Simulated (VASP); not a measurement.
# SnTe in VASP: a series of runs

SnTe is run at these levels: PBE; tasks: single point, relaxation of cell and atoms.

All numbers are computed with VASP 6.6.1; they aren't measurements. Logs are shortened: lines on timing, memory, paths and dates and some standing lists are left out, and cuts for length are marked.

## Step 1: The cell of the first run

It takes space group I4mm (No. 107, tetragonal). The conventional cell has a = 4.532 Å, b = 4.532 Å, c = 6.475 Å, α = 90.00°, β = 90.00°, γ = 90.00°. Sn (site symmetry 4mm) has 6 Te at 3.04 to 3.44 Å within 4.0 Å. Te (site symmetry 4mm) has 6 Sn at 3.04 to 3.44 Å within 4.0 Å.

The cell was generated, and may not be a known phase.

## Step 2: Single point, PBE

Input file INCAR:

```
SYSTEM = SnTe
PREC = Accurate
ENCUT = 520
EDIFF = 1E-7
ISMEAR = 0
SIGMA = 0.1
LREAL = .FALSE.
LASPH = .TRUE.
NELM = 100
ALGO = Normal
ISIF = 2
LWAVE = .FALSE.
LCHARG = .FALSE.
GGA = PE
NBANDS = 17
```

Input file KPOINTS:

```
regular mesh
0
G
  6 6 6
  0 0 0
```

Input file POSCAR:

```
SnTe
1.0
   -2.2658693206      2.2658693206      3.2377183005
    2.2658693206     -2.2658693206      3.2377183005
    2.2658693206      2.2658693206     -3.2377183005
Sn Te
1 1
Direct
    0.7029950800      0.7029950800      0.0000000000
    0.1720049200      0.1720049200      0.0000000000
```

Potentials or basis: VASP PAW PBE potentials, release 64 (Sn_d, Te).

Run with:

```bash
$ cat potpaw_PBE.64/Sn_d/POTCAR potpaw_PBE.64/Te/POTCAR > POTCAR
$ mpirun -np 1 vasp_std > vasp.out
```

OUTCAR:

```text
SYSTEM = SnTe
   PREC = Accurate
   ENCUT = 520
   EDIFF = 1E-7
   ISMEAR = 0
   LREAL = .FALSE.
   LASPH = .TRUE.
   NELM = 100
   ISIF = 2
   GGA = PE

 ion  position               nearest neighbor table
   1  0.703  0.703  0.000-   2 3.04   2 3.21   2 3.21   2 3.21   2 3.21   2 3.44
   2  0.172  0.172  0.000-   1 3.04   1 3.21   1 3.21   1 3.21   1 3.21   1 3.44

  LATTYP: Found a body centered tetragonal cell.
 ALAT       =     4.5317386412
 C/A-ratio  =     1.4289077799

  Lattice vectors:

 A1 = (  -2.2658693206,   2.2658693206,   3.2377183005)
 A2 = (   2.2658693206,  -2.2658693206,   3.2377183005)
 A3 = (   2.2658693206,   2.2658693206,  -3.2377183005)

Analysis of symmetry for initial positions (statically):
=====================================================================
 Subroutine PRICEL returns:
 Original cell was already a primitive cell.

 Routine SETGRP: Setting up the symmetry group for a
 body centered tetragonal supercell.

 Subroutine GETGRP returns: Found  8 space group operations
 (whereof  8 operations were pure point group operations)
 out of a pool of 16 trial point group operations.

The static configuration has the point symmetry C_4v.

Analysis of symmetry for dynamics (positions and initial velocities):
=====================================================================
 Subroutine PRICEL returns:
 Original cell was already a primitive cell.

 Routine SETGRP: Setting up the symmetry group for a
 body centered tetragonal supercell.

 Subroutine GETGRP returns: Found  8 space group operations
 (whereof  8 operations were pure point group operations)
 out of a pool of 16 trial point group operations.

The dynamic configuration has the point symmetry C_4v.

 Subroutine INISYM returns: Found  8 space group operations
 (whereof  8 operations are pure point group operations),
 and found     1 'primitive' translations

----------------------------------------------------------------------------------------

                                     Primitive cell

  volume of cell :      66.4919

  direct lattice vectors                    reciprocal lattice vectors
    -2.265869321  2.265869321  3.237718301     0.000000000  0.220665859  0.154429741
     2.265869321 -2.265869321  3.237718301     0.220665859  0.000000000  0.154429741
     2.265869321  2.265869321 -3.237718301     0.220665859  0.220665859  0.000000000

  length of vectors
     4.555342726  4.555342726  4.555342726     0.269336159  0.269336159  0.312068651

  position of ions in fractional coordinates (direct lattice)
     0.702995080  0.702995080  0.000000000
     0.172004920  0.172004920  0.000000000

  ion indices of the primitive-cell ions
   primitive index   ion index
                 1           1
                 2           2

----------------------------------------------------------------------------------------

 KPOINTS: regular mesh

Automatic generation of k-mesh.
 Grid dimensions read from file:
 generate k-points for:    6    6    6

 Generating k-lattice:

  Cartesian coordinates                     Fractional coordinates (reciprocal lattice)
     0.000000000  0.036777643  0.025738290     0.166666667 -0.000000000  0.000000000
     0.036777643  0.000000000  0.025738290    -0.000000000  0.166666667  0.000000000
     0.036777643  0.036777643  0.000000000     0.000000000  0.000000000  0.166666667

  Length of vectors
     0.044889360  0.044889360  0.052011442

  Shift w.r.t. Gamma in fractional coordinates (k-lattice)
     0.000000000  0.000000000  0.000000000

 Subroutine IBZKPT returns following result:
 ===========================================

 Found     30 irreducible k-points:

 Following reciprocal coordinates:
            Coordinates               Weight
  0.000000  0.000000  0.000000      1.000000
  0.166667 -0.000000  0.000000      8.000000
  0.333333 -0.000000  0.000000      8.000000
  0.500000 -0.000000  0.000000      4.000000
  0.166667  0.166667  0.000000      8.000000
  0.333333  0.166667  0.000000     16.000000
[... 16 lines left out ...]
 -0.333333 -0.333333  0.166667      8.000000
 -0.166667 -0.333333  0.166667      8.000000
 [... further k-points ...]
   k-points           NKPTS =     30   k-points in BZ     NKDIM =     30   number of bands    NBANDS=     17
   number of dos      NEDOS =    301   number of ions     NIONS =      2
   total plane-waves  NPLWV =  46656
   dimension x,y,z NGX =    36 NGY =   36 NGZ =   36
   dimension x,y,z NGXF=    72 NGYF=   72 NGZF=   72
   ions per type =               1   1
   NGX,Y,Z   is equivalent  to a cutoff of  13.14, 13.14, 13.14 a.u.
   NGXF,Y,Z  is equivalent  to a cutoff of  26.28, 26.28, 26.28 a.u.
 SYSTEM =  SnTe
   PREC   = accura    normal or accurate (medium, high low for compatibility)
   ISTART =      0    job   : 0-new  1-cont  2-samecut
   ICHARG =      2    charge: 1-file 2-atom 10-const
   ISPIN  =      1    spin polarized calculation?
   LNONCOLLINEAR =      F non collinear calculations
   LSORBIT =      F    spin-orbit coupling
   LASPH  =      T    aspherical Exc in radial PAW
   ENCUT  =  520.0 eV  38.22 Ry    6.18 a.u.   8.47  8.47  8.47*2*pi/ulx,y,z
   NELM   =    100;   NELMIN=  2; NELMDL= -5     # of ELM steps
   EDIFF  = 0.1E-06   stopping-criterion for ELM
   LREAL  =      F    real-space projection
   EDIFFG = 0.1E-05   stopping-criterion for IOM
   NSW    =      0    number of steps for IOM
   IBRION =     -1    ionic relax: 0-MD 1-quasi-New 2-CG
   NFREE  =      0    steps in history (QN), initial steepest desc. (CG)
   ISIF   =      2    stress and relaxation
   ISYM   =      2    0-nonsym 1-usesym 2-fastsym
   POTIM  = 0.5000    time-step for ionic-motion
   TEBEG  =    0.0;   TEEND  =   0.0 temperature during run
   PSTRESS=    0.0 pullay stress
   NELECT =      20.0000    total number of electrons
   NUPDOWN=      -1.0000    fix difference up-down
   EMIN   =  10.00;   EMAX   =-10.00  energy-range for DOS
   EFERMI =   0.00;   METHOD = LEGACY
   ISMEAR =     0;   SIGMA  =   0.10  broadening in eV -4-tet -1-fermi 0-gaus
   EFERMI_NEDOS =   21; number of points for ismear=-14 and -15
   IALGO  =     38    algorithm
   IMIX   =      4    mixing-type and parameters
     AMIX     =   0.40;   BMIX     =  1.00
     AMIX_MAG =   1.60;   BMIX_MAG =  1.00
  volume/ion in A,a.u.               =      33.25       224.35
  Fermi-wavevector in a.u.,A,eV,Ry     =   1.096887  2.072816 16.370002  1.203161
  Thomas-Fermi vector in A             =   2.233237
   LORBIT       =      0    0 simple, 1 ext, 2 COOP (PROOUT), +10 PAW based schemes
   GGA     = PE    functional components
   LHFCALC =     F    Hartree Fock is set to
   AEXX    =    0.0000 exact exchange contribution
   IVDW    =     0    specifies the selected vdW correction
   LEPSILON=     F    determine dielectric tensor
   LRPA    =     F    only Hartree local field effects (RPA)
 non-spin polarized calculation
 Gauss-broadening in eV      SIGMA  =   0.10
  energy-cutoff  :      520.00
  volume of cell :       66.49
 maximum number of plane-waves:      1810
 NGX is ok and might be reduce to    36
   NGX = 17   NGY = 17   NGZ = 17

 number of electron      19.9999998 magnetization

 Free energy of the ion-electron system (eV)
  ---------------------------------------------------
  ext. energy  EPLUGINS =         0.00000000
  ---------------------------------------------------
  free energy    TOTEN  =        -7.57166252 eV

  energy without entropy =       -7.57165976  energy(sigma->0) =       -7.57166114

 E-fermi :   6.2342     XC(G=0):  -9.2172

 val. band max:        5.9767453967   @ k =   0.5000  -0.0000   0.0000
 cond. band min:       6.4916406843   @ k =   0.5000  -0.0000   0.0000
 fundamental gap:      0.5148952875
 Fermi energy:         6.2341930453

 k-point     1 :       0.0000    0.0000    0.0000
  band No.  band energies     occupation
      1     -15.6399      2.00000
      2     -15.6378      2.00000
      3     -15.6372      2.00000
      4     -15.6332      2.00000
      5     -15.6332      2.00000
      6      -6.1924      2.00000
[... 9 lines left out ...]
     16      11.3078      0.00000
     17      13.0339      0.00000

 k-point     2 :       0.1667   -0.0000    0.0000
  band No.  band energies     occupation
      1     -15.6407      2.00000
      2     -15.6388      2.00000
      3     -15.6362      2.00000
      4     -15.6325      2.00000
      5     -15.6321      2.00000
      6      -5.9838      2.00000
[... 9 lines left out ...]
     16      11.6570      0.00000
     17      14.4198      0.00000

 k-point     3 :       0.3333   -0.0000    0.0000
  band No.  band energies     occupation
      1     -15.6426      2.00000
      2     -15.6410      2.00000
      3     -15.6345      2.00000
      4     -15.6306      2.00000
      5     -15.6294      2.00000
      6      -5.4514      2.00000
[... 9 lines left out ...]
     16      13.0521      0.00000
     17      16.5253      0.00000

 k-point     4 :       0.5000   -0.0000    0.0000
  band No.  band energies     occupation
      1     -15.6436      2.00000
      2     -15.6420      2.00000
      3     -15.6339      2.00000
      4     -15.6293      2.00000
      5     -15.6280      2.00000
      6      -5.0729      2.00000
[... 9 lines left out ...]
     16      14.9526      0.00000
     17      14.9986      0.00000
[... 343 lines left out ...]
      1     -15.6438      2.00000
      2     -15.6417      2.00000
      3     -15.6350      2.00000
      4     -15.6290      2.00000
      5     -15.6274      2.00000
      6      -5.0229      2.00000
[... 9 lines left out ...]
     16      15.0720      0.00000
     17      15.4489      0.00000

 k-point    23 :      -0.3333   -0.3333    0.1667
  band No.  band energies     occupation
      1     -15.6450      2.00000
      2     -15.6399      2.00000
      3     -15.6367      2.00000
      4     -15.6283      2.00000
      5     -15.6273      2.00000
      6      -5.0923      2.00000
[... 9 lines left out ...]
     16      14.5067      0.00000
     17      15.1287      0.00000

 k-point    24 :      -0.1667   -0.3333    0.1667
  band No.  band energies     occupation
      1     -15.6431      2.00000
      2     -15.6397      2.00000
      3     -15.6374      2.00000
      4     -15.6295      2.00000
      5     -15.6288      2.00000
      6      -5.4989      2.00000
[... 9 lines left out ...]
     16      13.8104      0.00000
     17      15.2202      0.00000

 [... further k-points ...]

------------------------ aborting loop because EDIFF is reached ----------------------------------------

  FORCE on cell =-STRESS in cart. coord.  units (eV):
  Direction    XX          YY          ZZ          XY          YZ          ZX
  --------------------------------------------------------------------------------------
  -------------------------------------------------------------------------------------
  Total       -0.0024887     -0.0024887     -0.0072491      0.0000000     -0.0000000      0.0000000
  in kB       -0.0599674     -0.0599674     -0.1746736      0.0000000     -0.0000000      0.0000000
  external PRESSURE =      -0.0982028 kB  Pullay stress =       0.0000000 kB

 VOLUME and BASIS-vectors are now :
 -----------------------------------------------------------------------------
  energy-cutoff  :      520.00
  volume of cell :       66.49
      direct lattice vectors                 reciprocal lattice vectors
    -2.265869321  2.265869321  3.237718301     0.000000000  0.220665859  0.154429741
     2.265869321 -2.265869321  3.237718301     0.220665859  0.000000000  0.154429741
     2.265869321  2.265869321 -3.237718301     0.220665859  0.220665859  0.000000000

 POSITION                                       TOTAL-FORCE (eV/Angst)
 -----------------------------------------------------------------------------------
      0.00000      0.00000      4.55220         0.000000      0.000000     -0.007507
      0.00000      0.00000      1.11381        -0.000000     -0.000000      0.007507
 -----------------------------------------------------------------------------------
    total drift:                               -0.000000     -0.000000      0.000317

  FREE ENERGIE OF THE ION-ELECTRON SYSTEM (eV)
  ---------------------------------------------------
  free  energy   TOTEN  =        -7.5716625242 eV

  energy  without entropy=       -7.5716597599  energy(sigma->0) =       -7.57166114
```

It took 38 s on 1 thread of Intel Xeon 6975P-C (Granite Rapids), shared host; peak memory 0.21 GiB.

Results:

```
Free energy            : -7.5717 eV
Pressure               : 0.0 GPa
Largest force          : 0.008 eV/Å
Band gap on the k mesh : 0.51 eV
```

Forces on the atoms (eV/Å):
```
Sn   0.000  0.000 -0.008
Te   0.000  0.000  0.008
```

Caveat: semilocal functionals underestimate gaps, and a narrow one can read as zero; spin-orbit coupling is left out, which moves the levels of the heavy elements.

(Part 1 of 2 ends here.)
